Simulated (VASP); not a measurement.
# Rb (Fddd) in VASP: notebook

The runs below take Rb through single point, relaxation of cell and atoms, with PBE.

Everything below comes from runs of VASP 6.6.1. Logs are shortened: lines on timing, memory, paths and dates and some standing lists are left out, and cuts for length are marked.

### Step 1. The cell of the first run

The typed cell holds 2 atoms: a = 7.733 Å, b = 6.695 Å, c = 6.693 Å, α = 70.56°, β = 54.73°, γ = 54.70°.

### Step 2. Single point, PBE

The input, INCAR:

```
SYSTEM = Rb
ALGO = Normal
EDIFF = 1E-7
ENCUT = 520
GGA = PE
ISIF = 2
ISMEAR = 0
LASPH = .TRUE.
LCHARG = .TRUE.
LELF = .TRUE.
LREAL = .FALSE.
LVHAR = .TRUE.
LWAVE = .FALSE.
NBANDS = 16
NELM = 100
PREC = Accurate
SIGMA = 0.1
```

The input, KPOINTS:

```
k-points
0
G
  4 4 4
  0 0 0
```

The input, POSCAR:

```
Rb
1.0
    0.0000000000      5.4665521216      5.4694894099
    3.8614693114      0.0000000000      5.4694894099
    3.8614693114      5.4665521216      0.0000000000
Rb
2
Direct
    0.5000000000      0.5000000000      0.5000000000
    0.7500000000      0.7500000000      0.7500000000
```

Potentials or basis: VASP PAW PBE potentials, release 64 (Rb_sv).

Command:

```bash
cat potpaw_PBE.64/Rb_sv/POTCAR > POTCAR
mpirun -np 1 vasp_std > vasp.out
```

OUTCAR:

```text
SYSTEM = Rb
   EDIFF = 1E-7
   ENCUT = 520
   GGA = PE
   ISIF = 2
   ISMEAR = 0
   LASPH = .TRUE.
   LREAL = .FALSE.
   NELM = 100
   PREC = Accurate

 ion  position               nearest neighbor table
   1  0.500  0.500  0.500-   2 4.32   2 4.32   2 4.32   2 4.32
   2  0.750  0.750  0.750-   1 4.32   1 4.32   1 4.32   1 4.32

  LATTYP: Found a face centered orthorhombic cell.
 ALAT       =     7.7229386228
 B/A-ratio  =     1.4156663386
 C/A-ratio  =     1.4164270045

  Lattice vectors:

 A1 = (   0.0000000000,   5.4665521216,   5.4694894099)
 A2 = (   3.8614693114,   0.0000000000,   5.4694894099)
 A3 = (   3.8614693114,   5.4665521216,   0.0000000000)

Analysis of symmetry for initial positions (statically):
=====================================================================
 Subroutine PRICEL returns:
 Original cell was already a primitive cell.

 Routine SETGRP: Setting up the symmetry group for a
 face centered orthorhombic supercell.

 Subroutine GETGRP returns: Found  8 space group operations
 (whereof  4 operations were pure point group operations)
 out of a pool of  8 trial point group operations.

The static configuration has the point symmetry D_2 .
 The point group associated with its full space group is D_2h.

Analysis of symmetry for dynamics (positions and initial velocities):
=====================================================================
 Subroutine PRICEL returns:
 Original cell was already a primitive cell.

 Routine SETGRP: Setting up the symmetry group for a
 face centered orthorhombic supercell.

 Subroutine GETGRP returns: Found  8 space group operations
 (whereof  4 operations were pure point group operations)
 out of a pool of  8 trial point group operations.

The dynamic configuration has the point symmetry D_2 .
 The point group associated with its full space group is D_2h.

 Subroutine INISYM returns: Found  8 space group operations
 (whereof  4 operations are pure point group operations),
 and found     1 'primitive' translations

----------------------------------------------------------------------------------------

                                     Primitive cell

  volume of cell :     230.9101

  direct lattice vectors                    reciprocal lattice vectors
     0.000000000  5.466552122  5.469489410    -0.129484390  0.091465331  0.091416211
     3.861469311  0.000000000  5.469489410     0.129484390 -0.091465331  0.091416211
     3.861469311  5.466552122  0.000000000     0.129484390  0.091465331 -0.091416211

  length of vectors
     7.732949405  6.695241568  6.692842247     0.183000103  0.183000103  0.183000103

  position of ions in fractional coordinates (direct lattice)
     0.500000000  0.500000000  0.500000000
     0.750000000  0.750000000  0.750000000

  ion indices of the primitive-cell ions
   primitive index   ion index
                 1           1
                 2           2

----------------------------------------------------------------------------------------

 KPOINTS: k-points

Automatic generation of k-mesh.
 Grid dimensions read from file:
 generate k-points for:    4    4    4

 Generating k-lattice:

  Cartesian coordinates                     Fractional coordinates (reciprocal lattice)
    -0.032371098  0.022866333  0.022854053     0.250000000  0.000000000  0.000000000
     0.032371098 -0.022866333  0.022854053    -0.000000000  0.250000000 -0.000000000
     0.032371098  0.022866333 -0.022854053     0.000000000 -0.000000000  0.250000000

  Length of vectors
     0.045750026  0.045750026  0.045750026

  Shift w.r.t. Gamma in fractional coordinates (k-lattice)
     0.000000000  0.000000000  0.000000000

 Subroutine IBZKPT returns following result:
 ===========================================

 Found     18 irreducible k-points:

 Following reciprocal coordinates:
            Coordinates               Weight
  0.000000  0.000000  0.000000      1.000000
  0.250000  0.000000  0.000000      8.000000
  0.500000  0.000000  0.000000      4.000000
  0.250000  0.250000  0.000000      2.000000
  0.500000  0.250000  0.000000      8.000000
 -0.250000  0.250000  0.000000      4.000000
[... 10 lines left out ...]
 -0.250000  0.250000  0.500000      2.000000
  0.000000  0.500000  0.500000      1.000000
   k-points           NKPTS =     18   k-points in BZ     NKDIM =     18   number of bands    NBANDS=     16
   number of dos      NEDOS =    301   number of ions     NIONS =      2
   total plane-waves  NPLWV = 150000
   dimension x,y,z NGX =    60 NGY =   50 NGZ =   50
   dimension x,y,z NGXF=   120 NGYF=  100 NGZF=  100
   ions per type =               2
   NGX,Y,Z   is equivalent  to a cutoff of  12.90, 12.42, 12.42 a.u.
   NGXF,Y,Z  is equivalent  to a cutoff of  25.80, 24.83, 24.84 a.u.
 SYSTEM =  Rb
   PREC   = accura    normal or accurate (medium, high low for compatibility)
   ISTART =      0    job   : 0-new  1-cont  2-samecut
   ICHARG =      2    charge: 1-file 2-atom 10-const
   ISPIN  =      1    spin polarized calculation?
   LNONCOLLINEAR =      F non collinear calculations
   LSORBIT =      F    spin-orbit coupling
   LASPH  =      T    aspherical Exc in radial PAW
   ENCUT  =  520.0 eV  38.22 Ry    6.18 a.u.  14.38 12.45 12.44*2*pi/ulx,y,z
   NELM   =    100;   NELMIN=  2; NELMDL= -5     # of ELM steps
   EDIFF  = 0.1E-06   stopping-criterion for ELM
   LREAL  =      F    real-space projection
   EDIFFG = 0.1E-05   stopping-criterion for IOM
   NSW    =      0    number of steps for IOM
   IBRION =     -1    ionic relax: 0-MD 1-quasi-New 2-CG
   NFREE  =      0    steps in history (QN), initial steepest desc. (CG)
   ISIF   =      2    stress and relaxation
   ISYM   =      2    0-nonsym 1-usesym 2-fastsym
   POTIM  = 0.5000    time-step for ionic-motion
   TEBEG  =    0.0;   TEEND  =   0.0 temperature during run
   PSTRESS=    0.0 pullay stress
   NELECT =      18.0000    total number of electrons
   NUPDOWN=      -1.0000    fix difference up-down
   EMIN   =  10.00;   EMAX   =-10.00  energy-range for DOS
   EFERMI =   0.00;   METHOD = LEGACY
   ISMEAR =     0;   SIGMA  =   0.10  broadening in eV -4-tet -1-fermi 0-gaus
   EFERMI_NEDOS =   21; number of points for ismear=-14 and -15
   IALGO  =     38    algorithm
   IMIX   =      4    mixing-type and parameters
     AMIX     =   0.40;   BMIX     =  1.00
     AMIX_MAG =   1.60;   BMIX_MAG =  1.00
  volume/ion in A,a.u.               =     115.46       779.13
  Fermi-wavevector in a.u.,A,eV,Ry     =   0.699334  1.321550  6.654177  0.489068
  Thomas-Fermi vector in A             =   1.783184
   LORBIT       =      0    0 simple, 1 ext, 2 COOP (PROOUT), +10 PAW based schemes
   GGA     = PE    functional components
   LHFCALC =     F    Hartree Fock is set to
   AEXX    =    0.0000 exact exchange contribution
   IVDW    =     0    specifies the selected vdW correction
   LEPSILON=     F    determine dielectric tensor
   LRPA    =     F    only Hartree local field effects (RPA)
 non-spin polarized calculation
 Gauss-broadening in eV      SIGMA  =   0.10
  energy-cutoff  :      520.00
  volume of cell :      230.91
 maximum number of plane-waves:      6339
 NGX is ok and might be reduce to    60
   NGX = 29   NGY = 25   NGZ = 25

 number of electron      18.0000000 magnetization

 Free energy of the ion-electron system (eV)
  ---------------------------------------------------
  ext. energy  EPLUGINS =         0.00000000
  ---------------------------------------------------
  free energy    TOTEN  =        -1.43009985 eV

  energy without entropy =       -1.41953229  energy(sigma->0) =       -1.42481607

 E-fermi :  -0.3947     XC(G=0):  -4.8651

 val. band max:       -0.4184100214   @ k =   0.5000   0.0000   0.0000
 cond. band min:      -0.3623146493   @ k =  -0.2500   0.5000   0.2500
 fundamental gap:      0.0560953721
 Fermi energy:        -0.3946899634

 k-point     1 :       0.0000    0.0000    0.0000
  band No.  band energies     occupation
      1     -29.6815      2.00000
      2     -29.6610      2.00000
      3     -13.8318      2.00000
      4     -13.8316      2.00000
      5     -13.7678      2.00000
      6     -13.7202      2.00000
[... 8 lines left out ...]
     15       2.1058      0.00000
     16       2.1888      0.00000

 k-point     2 :       0.2500    0.0000    0.0000
  band No.  band energies     occupation
      1     -29.6793      2.00000
      2     -29.6631      2.00000
      3     -13.8380      2.00000
      4     -13.8237      2.00000
      5     -13.7789      2.00000
      6     -13.7159      2.00000
[... 8 lines left out ...]
     15       2.1723      0.00000
     16       2.5830      0.00000

 k-point     3 :       0.5000    0.0000    0.0000
  band No.  band energies     occupation
      1     -29.6763      2.00000
      2     -29.6661      2.00000
      3     -13.8440      2.00000
      4     -13.8067      2.00000
      5     -13.7994      2.00000
      6     -13.7085      2.00000
[... 8 lines left out ...]
     15       2.2862      0.00000
     16       2.3525      0.00000

 k-point     4 :       0.2500    0.2500    0.0000
  band No.  band energies     occupation
      1     -29.6785      2.00000
      2     -29.6640      2.00000
      3     -13.8315      2.00000
      4     -13.8128      2.00000
      5     -13.7892      2.00000
      6     -13.7144      2.00000
[... 8 lines left out ...]
     15       2.1574      0.00000
     16       2.2602      0.00000
[... 210 lines left out ...]
 k-point    16 :       0.5000    0.0000    0.5000
  band No.  band energies     occupation
      1     -29.6712      2.00000
      2     -29.6712      2.00000
      3     -13.8191      2.00000
      4     -13.8191      2.00000
      5     -13.7651      2.00000
      6     -13.7651      2.00000
[... 8 lines left out ...]
     15       2.4362      0.00000
     16       2.4362      0.00000

 k-point    17 :      -0.2500    0.2500    0.5000
  band No.  band energies     occupation
      1     -29.6712      2.00000
      2     -29.6712      2.00000
      3     -13.8412      2.00000
      4     -13.8412      2.00000
      5     -13.7520      2.00000
      6     -13.7520      2.00000
[... 8 lines left out ...]
     15       2.4594      0.00000
     16       2.4594      0.00000

 k-point    18 :       0.0000    0.5000    0.5000
  band No.  band energies     occupation
      1     -29.6712      2.00000
      2     -29.6712      2.00000
      3     -13.8567      2.00000
      4     -13.8567      2.00000
      5     -13.7460      2.00000
      6     -13.7460      2.00000
[... 8 lines left out ...]
     15       3.1016      0.00000
     16       3.1024      0.00000

------------------------ aborting loop because EDIFF is reached ----------------------------------------

  FORCE on cell =-STRESS in cart. coord.  units (eV):
  Direction    XX          YY          ZZ          XY          YZ          ZX
  --------------------------------------------------------------------------------------
  -------------------------------------------------------------------------------------
  Total       -0.3694630      0.4060452      0.4076312      0.0000000      0.0000000      0.0000000
  in kB       -2.5635315      2.8173587      2.8283629      0.0000000      0.0000000      0.0000000
  external PRESSURE =       1.0273967 kB  Pullay stress =       0.0000000 kB

 VOLUME and BASIS-vectors are now :
 -----------------------------------------------------------------------------
  energy-cutoff  :      520.00
  volume of cell :      230.91
      direct lattice vectors                 reciprocal lattice vectors
     0.000000000  5.466552122  5.469489410    -0.129484390  0.091465331  0.091416211
     3.861469311  0.000000000  5.469489410     0.129484390 -0.091465331  0.091416211
     3.861469311  5.466552122  0.000000000     0.129484390  0.091465331 -0.091416211

 POSITION                                       TOTAL-FORCE (eV/Angst)
 -----------------------------------------------------------------------------------
      3.86147      5.46655      5.46949        -0.000000     -0.000000     -0.000000
      5.79220      8.19983      8.20423         0.000000      0.000000      0.000000
 -----------------------------------------------------------------------------------
    total drift:                               -0.000000     -0.000000     -0.000000

  FREE ENERGIE OF THE ION-ELECTRON SYSTEM (eV)
  ---------------------------------------------------
  free  energy   TOTEN  =        -1.4300998508 eV

  energy  without entropy=       -1.4195322948  energy(sigma->0) =       -1.42481607
```

Run time: 69 s. Hardware: 1 thread of Intel Xeon Platinum 8259CL at 2.50GHz (Skylake/Cascade Lake), shared host; peak memory 0.38 GiB.

Results:

```yaml
Free_energy: -1.4301 eV
Pressure: 0.1 GPa
Band_gap_on_the_k_mesh: zero (band 9 reaches 0.32 eV, above the bottom of band 10 at -0.67 eV)
```

### Step 3. Relaxation of cell and atoms, PBE

The input, INCAR:

```
ALGO = Normal
EDIFF = 1E-6
EDIFFG = -0.04
ENCUT = 600
GGA = PE
IBRION = 2
ISIF = 3
ISMEAR = 0
LASPH = True
LCHARG = False
LREAL = False
LWAVE = False
NELM = 100
NSW = 90
PREC = Accurate
SIGMA = 0.1
```

The input, KPOINTS:

```
k-points
0
Gamma
  4 4 4
```

POSCAR is that of step 2.

Potentials or basis: VASP PAW PBE potentials, release 64 (Rb_sv).

Command:

```bash
cat potpaw_PBE.64/Rb_sv/POTCAR > POTCAR
mpirun -np 1 vasp_std > vasp.out
```

Wall time 13 min (1 thread of Intel Xeon Platinum 8259CL at 2.50GHz (Skylake/Cascade Lake), shared host); peak memory 0.48 GiB.

It converged, with:

```
Free energy                            : -1.7482 eV
Relaxed volume                         : 93.61 Å³/atom
Relaxed cell                           : a = 8.721 Å, b = 6.667 Å, c = 6.613 Å, α = 82.10°, β = 49.22°, γ = 48.68°
Space group after relaxing (to 0.05 Å) : Fddd (No. 70)
Energy gained by relaxing              : 159.1 meV/atom
Ionic steps                            : 15
Pressure after relaxing                : 0.0 GPa
Band gap on the k mesh                 : zero (band 9 reaches 0.64 eV, above the bottom of band 10 at -0.81 eV)
```

Step by step:
```
step  energy change (eV)  largest force (eV/Å)  pressure (GPa)  volume (Å³)
   1              0.0000                0.0000            0.10       230.91
   2             -0.0113                0.0000            0.07       233.38
   3             -0.0456                0.0000           -0.02       240.56
   4             -0.1074                0.0000           -0.19       253.78
   5             -0.1569                0.0000           -0.39       274.77
   6             -0.1524                0.0000           -0.34       268.75
   7             -0.1665                0.0000           -0.35       266.43
   8             -0.2050                0.0000           -0.39       258.50
   9             -0.2461                0.0000           -0.33       238.06
  10             -0.2716                0.0000           -0.28       225.55
  11             -0.3114                0.0000            0.00       190.59
  12             -0.3115                0.0000            0.04       187.53
  13             -0.3115                0.0000            0.03       188.70
  14             -0.3139                0.0000            0.02       188.38
  15             -0.3181                0.0000            0.04       187.22
```

Final structure:
```cif
data_structure
_symmetry_space_group_name_H-M 'P 1'
_symmetry_Int_Tables_number 1
_cell_length_a 8.7207
_cell_length_b 6.6666
_cell_length_c 6.6128
_cell_angle_alpha 82.097
_cell_angle_beta 49.218
_cell_angle_gamma 48.684
_cell_volume 187.22
loop_
_atom_site_label
_atom_site_type_symbol
_atom_site_fract_x
_atom_site_fract_y
_atom_site_fract_z
_atom_site_occupancy
Rb1 Rb 0.50000 0.50000 0.50000 1
Rb2 Rb 0.75000 0.75000 0.75000 1
```

Levels at points of the mesh, in eV from the Fermi level:
| k point | band 6 | band 7 | band 8 | band 9 | band 10 | band 11 | band 12 | band 13 |
| --- | --- | --- | --- | --- | --- | --- | --- | --- |
| (0.00, 0.00, 0.00) | -13.12 | -13.11 | -13.11 | -2.01 | 0.87 | 1.75 | 2.39 | 2.47 |
| (0.50, 0.00, 0.00) | -13.16 | -13.15 | -13.11 | 0.04 | 0.37 | 1.07 | 1.91 | 2.11 |
| (0.50, 0.50, 0.00) | -13.18 | -13.12 | -13.12 | -0.86 | -0.86 | 2.18 | 2.18 | 2.44 |
| (0.50, 0.00, 0.50) | -13.18 | -13.12 | -13.12 | -0.84 | -0.84 | 2.16 | 2.16 | 2.40 |
| (0.00, 0.50, 0.50) | -13.13 | -13.10 | -13.10 | -0.08 | -0.08 | 0.38 | 0.38 | 2.85 |

Caveat: the volume moved by over 15 % at a fixed basis, so the end points are rough.
